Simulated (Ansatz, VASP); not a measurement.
# PbS in VASP and in Ansatz

```
Pb S
1.0
     0.00000    2.95189    2.95189
     2.95189    0.00000    2.95189
     2.95189    2.95189    0.00000
Pb S
1 1
Direct
  0.00000 0.00000 0.00000
  0.50000 0.50000 0.50000
```

Alike in both runs: task single point; functional HSE06; k mesh 6 × 6 × 6; occupations gaussian, width 0.01 eV; no spin polarisation.

```csv
,VASP,Ansatz
version,VASP 6.6.1,Ansatz 0.2.0
potentials or method,"VASP PAW PBE potentials, release 64 (Pb_d, S), cutoff 520 eV","scalar-relativistic, plane waves, PAW"
valence electrons in the cell,20,20
```

|  | VASP | Ansatz | Ansatz less VASP |
| --- | --- | --- | --- |
| gap on the k mesh at the Fermi level (eV) | 0.73 | 0.73 | +0.004 |
| least direct gap on the mesh (eV) | 0.73 | 0.73 | +0.004 |

Neither program's run includes spin-orbit coupling.
